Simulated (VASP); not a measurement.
# As (P6/mmm) in VASP: a series of runs

The runs below take As through single point, with HSE06, PBEsol-based screened hybrid with 25 % exact exchange, r2SCAN50, HF.

All numbers are computed with VASP 6.6.1; they aren't measurements. Logs are shortened: lines on timing, memory, paths and dates and some standing lists are left out, and cuts for length are marked.

**1. The cell of the first run**

It takes space group P6/mmm (No. 191, hexagonal). Conventional cell: a = 4.566 Å, b = 4.566 Å, c = 2.834 Å, α = 90.00°, β = 90.00°, γ = 120.00°. Within 3.5 Å of As (site symmetry -6m2) lie 5 As at 2.64 to 2.83 Å.

This isn't the form of As at room conditions, which is rhombohedral.

**2. Single point, HSE06, non-collinear spin, zero start, spin-orbit coupling**

The input, POSCAR:

```
As
1.0
    4.5664000000      0.0000000000      0.0000000000
   -2.2832000000      3.9546200000      0.0000000000
    0.0000000000      0.0000000000      2.8337400000
As
2
Direct
    0.3333300000      0.6666700000      0.0000000000
    0.6666700000      0.3333300000      0.0000000000
```

The input, INCAR.step1:

```
SYSTEM = As
PREC = Accurate
ENCUT = 520
EDIFF = 1E-5
ISMEAR = -1
SIGMA = 0.05
LREAL = .FALSE.
LASPH = .TRUE.
NELM = 150
ALGO = Normal
ISIF = 2
LWAVE = .TRUE.
LCHARG = .FALSE.
MAGMOM = 0 0 0 0 0 0
LORBIT = 11
LSORBIT = .TRUE.
GGA_COMPAT = .FALSE.
LORBMOM = .TRUE.
GGA = PE
NBANDS = 22
```

The input, INCAR.step2:

```
SYSTEM = As
PREC = Accurate
ENCUT = 520
EDIFF = 1E-7
ISMEAR = -1
SIGMA = 0.05
LREAL = .FALSE.
LASPH = .TRUE.
NELM = 150
ALGO = Normal
ISIF = 2
LWAVE = .FALSE.
LCHARG = .FALSE.
MAGMOM = 0 0 0 0 0 0
LORBIT = 11
LSORBIT = .TRUE.
GGA_COMPAT = .FALSE.
LORBMOM = .TRUE.
GGA = PE
LHFCALC = .TRUE.
HFSCREEN = 0.2079
PRECFOCK = Normal
ISTART = 1
NBANDS = 22
```

The input, KPOINTS:

```
Automatic mesh
0
G
  3 3 4
  0 0 0
```

Potentials or basis: VASP PAW PBE potentials, release 64 (As).

Command:

```
$ cat potpaw_PBE.64/As/POTCAR > POTCAR
$ cp INCAR.step1 INCAR
$ mpirun -np 1 vasp_ncl > vasp.out
$ cp INCAR.step2 INCAR
$ mpirun -np 1 vasp_ncl > vasp.out
```

OUTCAR:

```text
SYSTEM = As
   PREC = Accurate
   ENCUT = 520
   EDIFF = 1E-7
   ISMEAR = -1
   LREAL = .FALSE.
   LASPH = .TRUE.
   NELM = 150
   ISIF = 2
   LORBIT = 11
   LSORBIT = .TRUE.
   GGA = PE
   LHFCALC = .TRUE.
   HFSCREEN = 0.2079
   PRECFOCK = Normal
   ISTART = 1

 ion  position               nearest neighbor table
   1  0.333  0.667  0.000-   2 2.64   2 2.64   2 2.64
   2  0.667  0.333  0.000-   1 2.64   1 2.64   1 2.64

  LATTYP: Found a hexagonal cell.
 ALAT       =     4.5664000000
 C/A-ratio  =     0.6205632446

  Lattice vectors:

 A1 = (   4.5664000000,   0.0000000000,   0.0000000000)
 A2 = (  -2.2832000000,   3.9546200000,   0.0000000000)
 A3 = (   0.0000000000,   0.0000000000,   2.8337400000)

Analysis of symmetry for initial positions (statically):
=====================================================================
 Subroutine PRICEL returns:
 Original cell was already a primitive cell.

 Routine SETGRP: Setting up the symmetry group for a
 hexagonal supercell.

 Subroutine GETGRP returns: Found  8 space group operations
 (whereof  8 operations were pure point group operations)
 out of a pool of 24 trial point group operations.

The static configuration has the point symmetry D_2h.

Analysis of symmetry for dynamics (positions and initial velocities):
=====================================================================
 Subroutine PRICEL returns:
 Original cell was already a primitive cell.

 Routine SETGRP: Setting up the symmetry group for a
 hexagonal supercell.

 Subroutine GETGRP returns: Found  8 space group operations
 (whereof  8 operations were pure point group operations)
 out of a pool of 24 trial point group operations.

The dynamic configuration has the point symmetry D_2h.

Analysis of structural, dynamic, and magnetic symmetry:
=====================================================================
 Subroutine PRICEL returns:
 Original cell was already a primitive cell.

 Routine SETGRP: Setting up the symmetry group for a
 hexagonal supercell.

 Subroutine GETGRP returns: Found  8 space group operations
 (whereof  8 operations were pure point group operations)
 out of a pool of 24 trial point group operations.

The overall configuration has the point symmetry D_2h.

 Subroutine INISYM returns: Found  8 space group operations
 (whereof  8 operations are pure point group operations),
 and found     1 'primitive' translations

----------------------------------------------------------------------------------------

                                     Primitive cell

  volume of cell :      51.1727

  direct lattice vectors                    reciprocal lattice vectors
     4.566400000  0.000000000  0.000000000     0.218990890  0.126434398  0.000000000
    -2.283200000  3.954620000  0.000000000     0.000000000  0.252868796  0.000000000
     0.000000000  0.000000000  2.833740000     0.000000000  0.000000000  0.352890526

  length of vectors
     4.566400000  4.566401382  2.833740000     0.252868873  0.252868796  0.352890526

  position of ions in fractional coordinates (direct lattice)
     0.333330000  0.666670000  0.000000000
     0.666670000  0.333330000  0.000000000

  ion indices of the primitive-cell ions
   primitive index   ion index
                 1           1
                 2           2

----------------------------------------------------------------------------------------

 KPOINTS: Automatic mesh

Automatic generation of k-mesh.
 Grid dimensions read from file:
 generate k-points for:    3    3    4

 Generating k-lattice:

  Cartesian coordinates                     Fractional coordinates (reciprocal lattice)
     0.072996963  0.042144799  0.000000000     0.333333333 -0.000000000  0.000000000
     0.000000000  0.084289599  0.000000000     0.000000000  0.333333333  0.000000000
[... 92 lines left out ...]
 number of electron       9.9999999 magnetization       0.0000000      0.0000000      0.0000000

 number of electron       9.9999998 magnetization      -0.0000000     -0.0000000     -0.0000000

 Free energy of the ion-electron system (eV)
  ---------------------------------------------------
  ext. energy  EPLUGINS =         0.00000000
  ---------------------------------------------------
  free energy    TOTEN  =       -10.58354281 eV

  energy without entropy =      -10.58228950  energy(sigma->0) =      -10.58291615

 E-fermi :   3.7626     XC(G=0):  -7.5454

 val. band max:        3.5802629780   @ k =   0.3333   0.3333   0.0000
 cond. band min:       3.9096598029   @ k =   0.0000   0.0000   0.0000
 fundamental gap:      0.3293968248
 Fermi energy:         3.7625754910

 k-point     1 :       0.0000    0.0000    0.0000
  band No.  band energies     occupation
      1     -12.1578      1.00000
      2     -12.1578      1.00000
      3      -5.8343      1.00000
      4      -5.8343      1.00000
      5      -1.1731      1.00000
      6      -1.1731      1.00000
[... 289 lines left out ...]
     21      12.9079      0.00000
     22      12.9089      0.00000

------------------------ aborting loop because EDIFF is reached ----------------------------------------

  FORCE on cell =-STRESS in cart. coord.  units (eV):
  Direction    XX          YY          ZZ          XY          YZ          ZX
  --------------------------------------------------------------------------------------
  -------------------------------------------------------------------------------------
  Total       -2.6873105     -2.6872628      1.2511403      0.0000432      0.0000000      0.0000000
  in kB      -84.1375241    -84.1360295     39.1721920      0.0013532      0.0000000      0.0000000
  external PRESSURE =     -43.0337872 kB  Pullay stress =       0.0000000 kB

 VOLUME and BASIS-vectors are now :
 -----------------------------------------------------------------------------
  energy-cutoff  :      520.00
  volume of cell :       51.17
      direct lattice vectors                 reciprocal lattice vectors
     4.566400000  0.000000000  0.000000000     0.218990890  0.126434398  0.000000000
    -2.283200000  3.954620000  0.000000000     0.000000000  0.252868796  0.000000000
     0.000000000  0.000000000  2.833740000     0.000000000  0.000000000  0.352890526

 POSITION                                       TOTAL-FORCE (eV/Angst)
 -----------------------------------------------------------------------------------
     -0.00002      2.63643      0.00000         0.000195     -0.000113      0.000000
      2.28322      1.31819      0.00000        -0.000195      0.000113      0.000000
 -----------------------------------------------------------------------------------
    total drift:                                0.000000      0.000000     -0.000000

  FREE ENERGIE OF THE ION-ELECTRON SYSTEM (eV)
  ---------------------------------------------------
  free  energy   TOTEN  =       -10.5835428080 eV

  energy  without entropy=      -10.5822895005  energy(sigma->0) =      -10.58291615

 orbital moment (x)

 # of ion     p       d       tot
 ----------------------------------------
  1         0.000   0.000   0.000
  2         0.000   0.000   0.000
 ----------------------------------------
            0.000   0.000   0.000

 orbital moment (y)

 # of ion     p       d       tot
 ----------------------------------------
  1         0.000  -0.000   0.000
  2         0.000  -0.000   0.000
 ----------------------------------------
            0.000  -0.000   0.000

 orbital moment (z)

 # of ion     p       d       tot
 ----------------------------------------
  1        -0.000  -0.000  -0.000
  2        -0.000  -0.000  -0.000
 ----------------------------------------
           -0.000  -0.000  -0.000

 Spin-Orbit-Coupling matrix elements

 Ion:    1  E_soc:     -0.0277221
 l=   1
     0.0000000    -0.0047632    -0.0043383
    -0.0047632     0.0000000    -0.0047632
    -0.0043383    -0.0047632     0.0000000
 l=   2
     0.0000000    -0.0000009     0.0000000    -0.0000009     0.0000017
    -0.0000009     0.0000000     0.0000027     0.0000002    -0.0000009
     0.0000000     0.0000027     0.0000000     0.0000027     0.0000000
    -0.0000009     0.0000002     0.0000027     0.0000000    -0.0000009
     0.0000017    -0.0000009     0.0000000    -0.0000009     0.0000000
 l=   3
     0.0000000     0.0000000     0.0000000     0.0000000     0.0000000     0.0000000     0.0000000
     0.0000000     0.0000000     0.0000000     0.0000000     0.0000000     0.0000000     0.0000000
     0.0000000     0.0000000     0.0000000     0.0000000     0.0000000     0.0000000     0.0000000
     0.0000000     0.0000000     0.0000000     0.0000000     0.0000000     0.0000000     0.0000000
     0.0000000     0.0000000     0.0000000     0.0000000     0.0000000     0.0000000     0.0000000
     0.0000000     0.0000000     0.0000000     0.0000000     0.0000000     0.0000000     0.0000000
     0.0000000     0.0000000     0.0000000     0.0000000     0.0000000     0.0000000     0.0000000

 Ion:    2  E_soc:     -0.0277221
 l=   1
     0.0000000    -0.0047632    -0.0043383
    -0.0047632     0.0000000    -0.0047632
    -0.0043383    -0.0047632     0.0000000
 l=   2
     0.0000000    -0.0000009     0.0000000    -0.0000009     0.0000017
    -0.0000009     0.0000000     0.0000027     0.0000002    -0.0000009
     0.0000000     0.0000027     0.0000000     0.0000027     0.0000000
    -0.0000009     0.0000002     0.0000027     0.0000000    -0.0000009
     0.0000017    -0.0000009     0.0000000    -0.0000009     0.0000000
 l=   3
     0.0000000     0.0000000     0.0000000     0.0000000     0.0000000     0.0000000     0.0000000
     0.0000000     0.0000000     0.0000000     0.0000000     0.0000000     0.0000000     0.0000000
     0.0000000     0.0000000     0.0000000     0.0000000     0.0000000     0.0000000     0.0000000
     0.0000000     0.0000000     0.0000000     0.0000000     0.0000000     0.0000000     0.0000000
     0.0000000     0.0000000     0.0000000     0.0000000     0.0000000     0.0000000     0.0000000
     0.0000000     0.0000000     0.0000000     0.0000000     0.0000000     0.0000000     0.0000000
     0.0000000     0.0000000     0.0000000     0.0000000     0.0000000     0.0000000     0.0000000

 total charge

# of ion       s       p       d       tot
------------------------------------------
    1        1.326   1.311   0.044   2.681
    2        1.326   1.311   0.044   2.681
--------------------------------------------------
tot          2.652   2.622   0.088   5.362

 magnetization (x)

# of ion       s       p       d       tot
------------------------------------------
    1        0.000   0.000   0.000   0.000
    2        0.000   0.000   0.000   0.000
--------------------------------------------------
tot          0.000   0.000   0.000   0.000

 magnetization (y)

# of ion       s       p       d       tot
------------------------------------------
    1        0.000   0.000   0.000   0.000
    2        0.000   0.000   0.000   0.000
--------------------------------------------------
tot          0.000   0.000   0.000   0.000

 magnetization (z)

# of ion       s       p       d       tot
------------------------------------------
    1        0.000   0.000   0.000   0.000
    2        0.000   0.000   0.000   0.000
--------------------------------------------------
tot          0.000   0.000   0.000   0.000
```

It took 19 min on 1 thread of Intel Xeon Platinum 8375C at 2.90GHz (Ice Lake), shared host; peak memory 0.4 GiB.

Results:

| Property | Result |
| --- | --- |
| Free energy | -10.5835 eV |
| Pressure | -4.3 GPa |
| Net moment | 0.00 μB per cell |
| Valence electrons inside the program's atomic spheres | As 2.68 |

Stress tensor (GPa, compression positive):
```
-8.41  0.00  0.00
 0.00 -8.41  0.00
 0.00  0.00  3.92
```

Moments on the atoms (μB; x, y, z):
```
As  0.00 0.00 0.00
As  0.00 0.00 0.00
```

Caveat: the k points lie up to 0.55 Å⁻¹ apart; the PAW data sets were made with another functional, which shifts forces and pressure a little.

**3. Single point, PBEsol-based screened hybrid with 25 % exact exchange**

POSCAR is that of step 2.

The input, INCAR.step1:

```
ALGO = Normal
EDIFF = 1E-5
ENCUT = 520
GGA = PE
ISIF = 2
ISMEAR = -1
LASPH = True
LCHARG = False
LREAL = False
LWAVE = True
NBANDS = 12
NELM = 80
PREC = Accurate
SIGMA = 0.05
```

The input, INCAR.step2:

```
AEXX = 0.25
ALGO = Normal
EDIFF = 1E-7
ENCUT = 520
GGA = PS
HFSCREEN = 0.207
ISIF = 2
ISMEAR = -1
ISTART = 1
LASPH = True
LCHARG = False
LHFCALC = True
LREAL = False
LWAVE = False
NBANDS = 12
NELM = 80
PREC = Accurate
PRECFOCK = Normal
SIGMA = 0.05
```

The input, KPOINTS:

```
k-points
0
Gamma
  4 4 5
```

Potentials or basis: VASP PAW PBE potentials, release 64 (As).

Command:

```
$ cat potpaw_PBE.64/As/POTCAR > POTCAR
$ cp INCAR.step1 INCAR
$ mpirun -np 1 vasp_std > vasp.out
$ cp INCAR.step2 INCAR
$ mpirun -np 1 vasp_std > vasp.out
```

Wall time 6.6 min (1 thread of Intel Xeon Platinum 8488C (Sapphire Rapids), shared host); peak memory 0.28 GiB.

Results (log left out):

* Free energy: -10.9552 eV
* Pressure: -4.7 GPa
* Band gap on the k mesh: zero (bands 5 and 6 overlap by 4.02 eV)

Stress tensor (GPa, compression positive):
```
-7.59  0.00  0.00
 0.00 -7.59  0.00
 0.00  0.00  1.18
```

Levels at points of the mesh, in eV from the Fermi level:
```tsv
k point	band 1	band 2	band 3	band 4	band 5	band 6	band 7	band 8	band 9	band 10
(0.00, 0.00, 0.00)	-15.88	-9.56	-4.79	-4.79	0.26	0.26	3.61	4.87	8.03	8.92
(0.50, 0.00, 0.00)	-14.48	-12.83	-5.80	-3.48	2.70	4.12	4.79	5.96	6.14	8.60
(0.50, 0.50, 0.00)	-14.48	-12.83	-5.80	-3.48	2.70	4.12	4.79	5.96	6.14	8.60
```

Caveat: the k points lie up to 0.44 Å⁻¹ apart, too coarse for converged energies and pressures of a metal; the PAW data sets were made with another functional, which shifts forces and pressure a little.

**4. Single point, r2SCAN50**

POSCAR is that of step 3.

The input, INCAR.step1:

```
SYSTEM = As
  PREC = Accurate
  ENCUT = 520
  EDIFF = 1E-5
  ISMEAR = -1
  SIGMA = 0.05
  LREAL = .False.
  LASPH = .True.
  NELM = 100
  ALGO = Normal
  ISIF = 2
  LWAVE = .True.
  LCHARG = .False.
  GGA = PE
  NBANDS = 12
```

The input, INCAR.step2:

```
SYSTEM = As
  PREC = Accurate
  ENCUT = 520
  EDIFF = 1E-7
  ISMEAR = -1
  SIGMA = 0.05
  LREAL = .False.
  LASPH = .True.
  NELM = 100
  ALGO = Normal
  ISIF = 2
  LWAVE = .False.
  LCHARG = .False.
  METAGGA = R2SCAN
  LHFCALC = .True.
  AEXX = 0.5
  LMIXTAU = .True.
  PRECFOCK = Normal
  ISTART = 1
  NBANDS = 12
```

The input, KPOINTS:

```
regular mesh
0
Gamma
  4 4 5
  0 0 0
```

Command:

```
$ cat potpaw_PBE.64/As/POTCAR > POTCAR
$ cp INCAR.step1 INCAR
$ mpirun -np 1 vasp_std > vasp.out
$ cp INCAR.step2 INCAR
$ mpirun -np 1 vasp_std > vasp.out
```

It took 7.1 min on 1 thread of Intel Xeon Platinum 8488C (Sapphire Rapids), shared host; peak memory 0.19 GiB.

It converged, with:

| Item | Value |
| --- | --- |
| Free energy | -25.0439 eV |
| Pressure | -6.4 GPa |
| Largest force | 0.149 eV/Å |
| Band gap on the k mesh | zero (bands 5 and 6 overlap by 5.88 eV) |

Forces in eV/Å, atoms in the order of the input:
```
As  -0.129  0.075  0.000
As   0.129 -0.075  0.000
```

Stress tensor (GPa, compression positive):
```
-8.96 -0.66  0.00
-0.66 -9.71  0.00
 0.00  0.00 -0.60
```

Levels at points of the mesh, in eV from the Fermi level:
```
           k point  band 2  band 3  band 4  band 5  band 6  band 7  band 8  band 9
(0.00, 0.00, 0.00)  -11.35   -6.00   -5.99    1.34    1.36    4.85    6.26    9.98
(0.50, 0.00, 0.00)  -15.06   -7.21   -4.38    3.98    5.69    6.30    7.40    7.82
(0.50, 0.50, 0.00)  -15.08   -7.21   -4.36    3.96    5.69    6.18    7.39    7.85
```

Caveat: the k points lie up to 0.44 Å⁻¹ apart, too coarse for converged energies and pressures of a metal; the PAW data sets were made with another functional, which shifts forces and pressure a little.

**5. Single point, HF**

POSCAR is that of step 4.

The input, INCAR.step1:

```
SYSTEM = As
ALGO     = Normal         ! electronic algorithm
EDIFF    = 1E-5           ! SCF threshold, eV
ENCUT    = 520            ! plane-wave cutoff, eV
GGA      = PE             ! functional
ISIF     = 2              ! what is computed and relaxed
ISMEAR   = -1             ! smearing method
LASPH    = .TRUE.         ! aspherical terms in the spheres
LREAL    = .FALSE.        ! projectors in reciprocal space
LWAVE    = .TRUE.         ! write WAVECAR
NBANDS   = 12             ! bands
NELM     = 100            ! most SCF steps
PREC     = Accurate       ! precision mode
SIGMA    = 0.05           ! smearing width, eV
```

The input, INCAR.step2:

```
SYSTEM = As
AEXX     = 1.0            ! exact-exchange fraction
AGGAC    = 0.0          
ALDAC    = 0.0          
ALGO     = Normal         ! electronic algorithm
EDIFF    = 1E-6           ! SCF threshold, eV
ENCUT    = 520            ! plane-wave cutoff, eV
GGA      = PE             ! functional
ISIF     = 2              ! what is computed and relaxed
ISMEAR   = -1             ! smearing method
ISTART   = 1            
LASPH    = .TRUE.         ! aspherical terms in the spheres
LCHARG   = .TRUE.         ! write CHGCAR
LELF     = .TRUE.         ! ELF
LHFCALC  = .TRUE.         ! exact exchange
LREAL    = .FALSE.        ! projectors in reciprocal space
LVHAR    = .TRUE.       
LWAVE    = .FALSE.        ! write WAVECAR
NBANDS   = 12             ! bands
NELM     = 100            ! most SCF steps
PREC     = Accurate       ! precision mode
PRECFOCK = Normal       
SIGMA    = 0.05           ! smearing width, eV
```

The input, KPOINTS:

```
k-points
0
G
  4 4 5
  0 0 0
```

Command:

```
$ cat potpaw_PBE.64/As/POTCAR > POTCAR
$ cp INCAR.step1 INCAR
$ mpirun -np 1 vasp_std > vasp.out
$ cp INCAR.step2 INCAR
$ mpirun -np 1 vasp_std > vasp.out
```

Run time: 7.3 min. Hardware: 1 thread of Intel Xeon Platinum 8488C (Sapphire Rapids), shared host; peak memory 0.18 GiB.

The run converged. Its results:

| Quantity | Value |
| --- | --- |
| Free energy | -17.8435 eV |
| Pressure | -2.8 GPa |
| Largest force | 0.181 eV/Å |
| Band gap on the k mesh | zero (bands 5 and 6 overlap by 8.26 eV) |

Forces on the atoms (eV/Å):
```
As  -0.157  0.091  0.000
As   0.157 -0.091  0.000
```

Stress tensor (GPa, compression positive):
```
-5.29 -0.77  0.00
-0.77 -6.18  0.00
 0.00  0.00  2.96
```

Levels at points of the mesh, in eV from the Fermi level:
| k point | band 1 | band 2 | band 3 | band 4 | band 5 | band 6 | band 7 | band 8 | band 9 | band 10 |
| --- | --- | --- | --- | --- | --- | --- | --- | --- | --- | --- |
| (0.00, 0.00, 0.00) | -22.27 | -13.82 | -7.66 | -7.63 | 2.89 | 2.90 | 6.53 | 7.98 | 12.37 | 12.67 |
| (0.50, 0.00, 0.00) | -20.43 | -18.27 | -9.09 | -5.33 | 5.61 | 7.92 | 8.35 | 9.16 | 10.12 | 12.44 |
| (0.50, 0.50, 0.00) | -20.43 | -18.28 | -9.08 | -5.31 | 5.55 | 7.92 | 8.10 | 9.15 | 10.19 | 12.42 |

Caveat: the k points lie up to 0.44 Å⁻¹ apart, too coarse for converged energies and pressures of a metal; the PAW data sets were made with another functional, which shifts forces and pressure a little.

**6. The runs side by side**

```csv
level,spin,k mesh,share of exact exchange,screening parameter,gap on the mesh (eV),pressure (GPa),largest force (eV/Å)
HSE06,"non-collinear, zero start, SOC",3 × 3 × 4,0.25,0.2079 1/Å,-,-4.3,-
PBEsol-based screened hybrid with 25 % exact exchange,off,4 × 4 × 5,0.25,0.207 1/Å,none,-4.7,-
r2SCAN50,off,4 × 4 × 5,0.5,-,none,-6.4,0.15
HF,off,4 × 4 × 5,1,-,none,-2.8,0.18
```

Alike in all rows: task single point; potentials or basis VASP PAW PBE potentials, release 64 (As); cell as given; cutoff (eV) 520; smearing fermi-dirac 0.05 eV.

Caveats: all runs use coarse meshes; the PAW data sets were made with another functional, which shifts forces and pressure a little.

Total energies depend on the potentials used, so only differences within one code and one set of settings carry meaning.

The gap in the log of VASP goes by the Fermi energy; the results here count the filled bands.